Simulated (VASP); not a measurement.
# PPt (F-43m) in VASP: notebook

Runs on PPt. Level: PBEsol. Tasks: single point.

Program: VASP 6.6.1. These are calculated values, not measurements. Logs are shortened: lines on timing, memory, paths and dates and some standing lists are left out, and cuts for length are marked.

**1. The cell of the first run**

Symmetry: F-43m, No. 216, cubic system. Conventional cell: a = 4.844 Å, b = 4.844 Å, c = 4.844 Å, α = 90.00°, β = 90.00°, γ = 90.00°. Within 2.8 Å of Pt (site symmetry -43m) lie 4 P at 2.10 Å. Within 2.8 Å of P (site symmetry -43m) lie 4 Pt at 2.10 Å.

**2. Single point, PBEsol**

INCAR

```
  PREC = Accurate
  ENCUT = 520
  EDIFF = 1E-6
  ISMEAR = 0
  SIGMA = 0.05
  LREAL = F
  LASPH = T
  NELM = 100
  ALGO = Normal
  ISIF = 2
  LWAVE = F
  LCHARG = T
  GGA = PS
  LELF = T
  LVHAR = T
  NBANDS = 14
```

KPOINTS

```
Automatic mesh
0
Gamma
  12 12 12
```

POSCAR

```
PPt
1.0
    0.0000000000      2.4221332191      2.4221332191
    2.4221332191      0.0000000000      2.4221332191
    2.4221332191      2.4221332191      0.0000000000
Pt P
1 1
Direct
    0.0000000000      0.0000000000      0.0000000000
    0.2500000000      0.2500000000      0.2500000000
```

Potentials or basis: VASP PAW PBE potentials, release 64 (Pt, P).

Command:

```
$ cat potpaw_PBE.64/Pt/POTCAR potpaw_PBE.64/P/POTCAR > POTCAR
$ mpirun -np 1 vasp_std > vasp.out
```

OUTCAR:

```text
PREC = Accurate
   ENCUT = 520
   EDIFF = 1E-6
   ISMEAR = 0
   LREAL = F
   LASPH = T
   NELM = 100
   ISIF = 2
   GGA = PS

 ion  position               nearest neighbor table
   1  0.000  0.000  0.000-   2 2.10   2 2.10   2 2.10   2 2.10
   2  0.250  0.250  0.250-   1 2.10   1 2.10   1 2.10   1 2.10

  LATTYP: Found a face centered cubic cell.
 ALAT       =     4.8442664382

  Lattice vectors:

 A1 = (   0.0000000000,   2.4221332191,   2.4221332191)
 A2 = (   2.4221332191,   0.0000000000,   2.4221332191)
 A3 = (   2.4221332191,   2.4221332191,   0.0000000000)

Analysis of symmetry for initial positions (statically):
=====================================================================
 Subroutine PRICEL returns:
 Original cell was already a primitive cell.

 Routine SETGRP: Setting up the symmetry group for a
 face centered cubic supercell.

 Subroutine GETGRP returns: Found 24 space group operations
 (whereof 24 operations were pure point group operations)
 out of a pool of 48 trial point group operations.

The static configuration has the point symmetry T_d .

Analysis of symmetry for dynamics (positions and initial velocities):
=====================================================================
 Subroutine PRICEL returns:
 Original cell was already a primitive cell.

 Routine SETGRP: Setting up the symmetry group for a
 face centered cubic supercell.

 Subroutine GETGRP returns: Found 24 space group operations
 (whereof 24 operations were pure point group operations)
 out of a pool of 48 trial point group operations.

The dynamic configuration has the point symmetry T_d .

 Subroutine INISYM returns: Found 24 space group operations
 (whereof 24 operations are pure point group operations),
 and found     1 'primitive' translations

----------------------------------------------------------------------------------------

                                     Primitive cell

  volume of cell :      28.4200

  direct lattice vectors                    reciprocal lattice vectors
     0.000000000  2.422133219  2.422133219    -0.206429603  0.206429603  0.206429603
     2.422133219  0.000000000  2.422133219     0.206429603 -0.206429603  0.206429603
     2.422133219  2.422133219  0.000000000     0.206429603  0.206429603 -0.206429603

  length of vectors
     3.425413648  3.425413648  3.425413648     0.357546561  0.357546561  0.357546561

  position of ions in fractional coordinates (direct lattice)
     0.000000000  0.000000000  0.000000000
     0.250000000  0.250000000  0.250000000

  ion indices of the primitive-cell ions
   primitive index   ion index
                 1           1
                 2           2

----------------------------------------------------------------------------------------

 KPOINTS: Automatic mesh

Automatic generation of k-mesh.
 Grid dimensions read from file:
 generate k-points for:   12   12   12

 Generating k-lattice:

  Cartesian coordinates                     Fractional coordinates (reciprocal lattice)
    -0.017202467  0.017202467  0.017202467     0.083333333  0.000000000  0.000000000
     0.017202467 -0.017202467  0.017202467     0.000000000  0.083333333  0.000000000
     0.017202467  0.017202467 -0.017202467     0.000000000  0.000000000  0.083333333

  Length of vectors
     0.029795547  0.029795547  0.029795547

  Shift w.r.t. Gamma in fractional coordinates (k-lattice)
     0.000000000  0.000000000  0.000000000

 Subroutine IBZKPT returns following result:
 ===========================================

 Found     72 irreducible k-points:

 Following reciprocal coordinates:
            Coordinates               Weight
  0.000000  0.000000  0.000000      1.000000
  0.083333  0.000000  0.000000      8.000000
  0.166667  0.000000  0.000000      8.000000
  0.250000  0.000000  0.000000      8.000000
  0.333333  0.000000  0.000000      8.000000
  0.416667  0.000000  0.000000      8.000000
[... 16 lines left out ...]
  0.500000  0.166667  0.000000     24.000000
 -0.416667  0.166667  0.000000     24.000000
 [... further k-points ...]
   k-points           NKPTS =     72   k-points in BZ     NKDIM =     72   number of bands    NBANDS=     14
   number of dos      NEDOS =    301   number of ions     NIONS =      2
   total plane-waves  NPLWV =  21952
   dimension x,y,z NGX =    28 NGY =   28 NGZ =   28
   dimension x,y,z NGXF=    56 NGYF=   56 NGZF=   56
   ions per type =               1   1
   NGX,Y,Z   is equivalent  to a cutoff of  13.59, 13.59, 13.59 a.u.
   NGXF,Y,Z  is equivalent  to a cutoff of  27.18, 27.18, 27.18 a.u.
 SYSTEM =  unknown system
   PREC   = accura    normal or accurate (medium, high low for compatibility)
   ISTART =      0    job   : 0-new  1-cont  2-samecut
   ICHARG =      2    charge: 1-file 2-atom 10-const
   ISPIN  =      1    spin polarized calculation?
   LNONCOLLINEAR =      F non collinear calculations
   LSORBIT =      F    spin-orbit coupling
   LASPH  =      T    aspherical Exc in radial PAW
   ENCUT  =  520.0 eV  38.22 Ry    6.18 a.u.   6.37  6.37  6.37*2*pi/ulx,y,z
   NELM   =    100;   NELMIN=  2; NELMDL= -5     # of ELM steps
   EDIFF  = 0.1E-05   stopping-criterion for ELM
   LREAL  =      F    real-space projection
   EDIFFG = 0.1E-04   stopping-criterion for IOM
   NSW    =      0    number of steps for IOM
   IBRION =     -1    ionic relax: 0-MD 1-quasi-New 2-CG
   NFREE  =      0    steps in history (QN), initial steepest desc. (CG)
   ISIF   =      2    stress and relaxation
   ISYM   =      2    0-nonsym 1-usesym 2-fastsym
   POTIM  = 0.5000    time-step for ionic-motion
   TEBEG  =    0.0;   TEEND  =   0.0 temperature during run
   PSTRESS=    0.0 pullay stress
   NELECT =      15.0000    total number of electrons
   NUPDOWN=      -1.0000    fix difference up-down
   EMIN   =  10.00;   EMAX   =-10.00  energy-range for DOS
   EFERMI =   0.00;   METHOD = LEGACY
   ISMEAR =     0;   SIGMA  =   0.05  broadening in eV -4-tet -1-fermi 0-gaus
   EFERMI_NEDOS =   21; number of points for ismear=-14 and -15
   IALGO  =     38    algorithm
   IMIX   =      4    mixing-type and parameters
     AMIX     =   0.40;   BMIX     =  1.00
     AMIX_MAG =   1.60;   BMIX_MAG =  1.00
  volume/ion in A,a.u.               =      14.21        95.89
  Fermi-wavevector in a.u.,A,eV,Ry     =   1.323012  2.500131 23.815116  1.750362
  Thomas-Fermi vector in A             =   2.452651
   LORBIT       =      0    0 simple, 1 ext, 2 COOP (PROOUT), +10 PAW based schemes
   GGA     = PS    functional components
   LHFCALC =     F    Hartree Fock is set to
   AEXX    =    0.0000 exact exchange contribution
   IVDW    =     0    specifies the selected vdW correction
   LEPSILON=     F    determine dielectric tensor
   LRPA    =     F    only Hartree local field effects (RPA)
 non-spin polarized calculation
 Gauss-broadening in eV      SIGMA  =   0.05
  energy-cutoff  :      520.00
  volume of cell :       28.42
 maximum number of plane-waves:       778
 NGX is ok and might be reduce to    28
   NGX = 13   NGY = 13   NGZ = 13

 number of electron      15.0000000 magnetization

 Free energy of the ion-electron system (eV)
  ---------------------------------------------------
  ext. energy  EPLUGINS =         0.00000000
  ---------------------------------------------------
  free energy    TOTEN  =       -11.66995194 eV

  energy without entropy =      -11.66880872  energy(sigma->0) =      -11.66938033

 E-fermi :  11.8179     XC(G=0): -12.4295

 val. band max:       11.7977936209   @ k =  -0.4167   0.2500   0.0833
 cond. band min:      11.8621812146   @ k =  -0.2500   0.5000   0.2500
 fundamental gap:      0.0643875936
 Fermi energy:        11.8178562819

 k-point     1 :       0.0000    0.0000    0.0000
  band No.  band energies     occupation
      1      -3.9707      2.00000
      2       3.2887      2.00000
      3       3.2887      2.00000
      4       3.2887      2.00000
      5       6.2848      2.00000
      6       6.2848      2.00000
      7      15.8796      0.00000
      8      16.8970      0.00000
      9      16.8970      0.00000
     10      16.8970      0.00000
     11      19.6088      0.00000
     12      19.6088      0.00000
     13      19.6088      0.00000
     14      25.3255      0.00000

 k-point     2 :       0.0833    0.0000    0.0000
  band No.  band energies     occupation
      1      -3.8502      2.00000
      2       3.2354      2.00000
      3       3.3438      2.00000
      4       3.3438      2.00000
      5       6.2607      2.00000
      6       6.2607      2.00000
      7      15.6555      0.00000
      8      16.5807      0.00000
      9      16.8114      0.00000
     10      16.8114      0.00000
     11      19.4006      0.00000
     12      19.6364      0.00000
     13      19.6364      0.00000
     14      25.6308      0.00000

 k-point     3 :       0.1667    0.0000    0.0000
  band No.  band energies     occupation
      1      -3.5076      2.00000
      2       3.1188      2.00000
      3       3.4855      2.00000
      4       3.4855      2.00000
      5       6.2249      2.00000
      6       6.2249      2.00000
      7      14.0274      0.00000
      8      16.4241      0.00000
      9      16.4241      0.00000
     10      16.9179      0.00000
     11      19.1188      0.00000
     12      19.8336      0.00000
     13      19.8336      0.00000
     14      25.6021      0.00000
[... 324 lines left out ...]
 k-point    23 :       0.5000    0.1667    0.0000
  band No.  band energies     occupation
      1      -1.6909      2.00000
      2       3.2698      2.00000
      3       3.9885      2.00000
      4       4.1825      2.00000
      5       6.5807      2.00000
      6       6.8366      2.00000
      7       7.8252      2.00000
      8      12.9028      0.00000
      9      12.9274      0.00000
     10      17.3096      0.00000
     11      20.2990      0.00000
     12      21.3848      0.00000
     13      23.6435      0.00000
     14      24.9247      0.00000

 k-point    24 :      -0.4167    0.1667    0.0000
  band No.  band energies     occupation
      1      -1.6513      2.00000
      2       3.5196      2.00000
      3       3.8626      2.00000
      4       4.1655      2.00000
      5       6.5535      2.00000
      6       6.5600      2.00000
      7       7.9928      2.00000
      8      12.2927      0.00000
      9      13.4554      0.00000
     10      17.2255      0.00000
     11      20.4721      0.00000
     12      21.1772      0.00000
     13      24.1980      0.00000
     14      24.8972      0.00000

 [... further k-points ...]

------------------------ aborting loop because EDIFF is reached ----------------------------------------

  FORCE on cell =-STRESS in cart. coord.  units (eV):
  Direction    XX          YY          ZZ          XY          YZ          ZX
  --------------------------------------------------------------------------------------
  -------------------------------------------------------------------------------------
  Total       13.9989751     13.9989751     13.9989751      0.0000000      0.0000000      0.0000000
  in kB      789.1921392    789.1921392    789.1921392      0.0000000      0.0000000      0.0000000
  external PRESSURE =     789.1921392 kB  Pullay stress =       0.0000000 kB

 VOLUME and BASIS-vectors are now :
 -----------------------------------------------------------------------------
  energy-cutoff  :      520.00
  volume of cell :       28.42
      direct lattice vectors                 reciprocal lattice vectors
     0.000000000  2.422133219  2.422133219    -0.206429603  0.206429603  0.206429603
     2.422133219  0.000000000  2.422133219     0.206429603 -0.206429603  0.206429603
     2.422133219  2.422133219  0.000000000     0.206429603  0.206429603 -0.206429603

 POSITION                                       TOTAL-FORCE (eV/Angst)
 -----------------------------------------------------------------------------------
      0.00000      0.00000      0.00000         0.000000      0.000000      0.000000
      1.21107      1.21107      1.21107        -0.000000     -0.000000     -0.000000
 -----------------------------------------------------------------------------------
    total drift:                                0.000000      0.000000      0.000000

  FREE ENERGIE OF THE ION-ELECTRON SYSTEM (eV)
  ---------------------------------------------------
  free  energy   TOTEN  =       -11.6699519450 eV

  energy  without entropy=      -11.6688087210  energy(sigma->0) =      -11.66938033
```

Run time: 58 s. Hardware: 1 thread of Intel Xeon 8259CL, shared host; peak memory 0.18 GiB.

Results:

| Property | Result |
| --- | --- |
| Free energy | -11.6700 eV |
| Pressure | 78.9 GPa |
| Band gap on the k mesh | zero (an odd number of electrons rules out a gap without spin polarisation) |

Levels at points of the mesh, in eV from the Fermi level:
```tsv
k point	band 3	band 4	band 5	band 6	band 7	band 8	band 9	band 10	band 11	band 12
(0.00, 0.00, 0.00)	-8.53	-8.53	-5.53	-5.53	4.06	5.08	5.08	5.08	7.79	7.79
(0.50, 0.00, 0.00)	-8.00	-8.00	-5.03	-5.03	-4.28	1.86	1.86	4.49	9.38	9.38
(0.50, 0.50, 0.00)	-6.20	-6.20	-5.55	-4.45	-3.83	-1.82	-1.82	6.52	7.47	10.88
```

Caveat: the cell stands under pressure; the PAW data sets were made with another functional, which shifts forces and pressure a little; spin-orbit coupling is left out, which moves the levels of the heavy elements.

**3. Single point, PBEsol (15.92 Å³/atom)**

This run uses another cell than the first one, of 15.92 Å³/atom.

INCAR

```
  ALGO = Normal
  EDIFF = 1E-6
  ENCUT = 520
  GGA = PS
  ISIF = 2
  ISMEAR = 0
  LASPH = True
  LCHARG = False
  LREAL = False
  LWAVE = False
  NBANDS = 14
  NELM = 100
  PREC = Accurate
  SIGMA = 0.05
```

KPOINTS

```
k-points
0
Gamma
  12 12 12
```

POSCAR

```
PPt
1.0
    0.0000000000      2.5153824908      2.5153824908
    2.5153824908      0.0000000000      2.5153824908
    2.5153824908      2.5153824908      0.0000000000
Pt P
1 1
Direct
    0.0000000000      0.0000000000      0.0000000000
    0.2500000000      0.2500000000      0.2500000000
```

Potentials or basis: VASP PAW PBE potentials, release 64 (Pt, P).

Command:

```
$ cat potpaw_PBE.64/Pt/POTCAR potpaw_PBE.64/P/POTCAR > POTCAR
$ mpirun -np 1 vasp_std > vasp.out
```

Wall time 54 s (1 thread of Intel Xeon 8259CL, shared host); peak memory 0.18 GiB.

Results (log left out):

- Free energy: -12.8444 eV
- Pressure: 35.2 GPa
- Band gap on the k mesh: zero (an odd number of electrons rules out a gap without spin polarisation)

Levels at points of the mesh, in eV from the Fermi level:
| k point | band 3 | band 4 | band 5 | band 6 | band 7 | band 8 | band 9 | band 10 | band 11 | band 12 |
| --- | --- | --- | --- | --- | --- | --- | --- | --- | --- | --- |
| (0.00, 0.00, 0.00) | -7.53 | -7.53 | -4.79 | -4.79 | 3.72 | 4.78 | 4.78 | 4.78 | 7.19 | 7.19 |
| (0.50, 0.00, 0.00) | -7.05 | -7.05 | -4.40 | -4.40 | -3.80 | 1.77 | 1.77 | 4.46 | 8.89 | 8.89 |
| (0.50, 0.50, 0.00) | -5.56 | -5.56 | -4.74 | -3.91 | -3.49 | -1.50 | -1.50 | 6.23 | 6.67 | 11.05 |

Caveat: the cell stands under pressure; the PAW data sets were made with another functional, which shifts forces and pressure a little; spin-orbit coupling is left out, which moves the levels of the heavy elements.

**4. Single point, PBEsol (17.83 Å³/atom)**

This run uses another cell than the first one, of 17.83 Å³/atom.

INCAR

```
SYSTEM = PPt
PREC = Accurate
ENCUT = 520
EDIFF = 1E-6
ISMEAR = 0
SIGMA = 0.05
LREAL = .False.
LASPH = .True.
NELM = 60
ALGO = Normal
ISIF = 2
LWAVE = .False.
LCHARG = .False.
GGA = PS
NBANDS = 14
```

KPOINTS

```
Automatic mesh
0
Gamma
  12 12 12
  0 0 0
```

POSCAR

```
PPt
1.0
    0.0000000000      2.6122217495      2.6122217495
    2.6122217495      0.0000000000      2.6122217495
    2.6122217495      2.6122217495      0.0000000000
Pt P
1 1
Direct
    0.0000000000      0.0000000000      0.0000000000
    0.2500000000      0.2500000000      0.2500000000
```

Command:

```
$ cat potpaw_PBE.64/Pt/POTCAR potpaw_PBE.64/P/POTCAR > POTCAR
$ mpirun -np 1 vasp_std > vasp.out
```

It took 58 s on 1 thread of Intel Xeon 8259CL, shared host; peak memory 0.18 GiB.

It converged, with:

| Property | Result |
| --- | --- |
| Free energy | -13.3228 eV |
| Pressure | 7.5 GPa |
| Band gap on the k mesh | zero (an odd number of electrons rules out a gap without spin polarisation) |

Levels at points of the mesh, in eV from the Fermi level:
```csv
k point,band 3,band 4,band 5,band 6,band 7,band 8,band 9,band 10,band 11,band 12
"(0.00, 0.00, 0.00)",-6.63,-6.63,-4.14,-4.14,3.31,4.31,4.31,4.31,6.84,6.84
"(0.50, 0.00, 0.00)",-6.20,-6.20,-3.83,-3.83,-3.35,1.65,1.65,4.28,8.47,8.47
"(0.50, 0.50, 0.00)",-4.96,-4.96,-4.04,-3.43,-3.15,-1.23,-1.23,5.93,6.00,11.13
```

Caveat: the cell stands under pressure; the PAW data sets were made with another functional, which shifts forces and pressure a little; spin-orbit coupling is left out, which moves the levels of the heavy elements.

**5. Summary**

```csv
cell,gap on the mesh (eV),pressure (GPa)
"a = 3.425 Å, angles 60.0°, 2 atoms",none,78.9
"a = 3.557 Å, angles 60.0°, 2 atoms",none,35.2
"a = 3.694 Å, angles 60.0°, 2 atoms",none,7.5
```

Alike in all rows: task single point; level PBEsol; potentials or basis VASP PAW PBE potentials, release 64 (Pt, P); no spin polarisation; k mesh 12 × 12 × 12; cutoff (eV) 520; smearing gaussian 0.05 eV.

Caveats: the cell stands under pressure; the PAW data sets were made with another functional, which shifts forces and pressure a little; spin-orbit coupling is left out, which moves the levels of the heavy elements.

Absolute energies hang on the potentials; compare differences alone.

The gap in the log of VASP goes by the Fermi energy; the results here count the filled bands.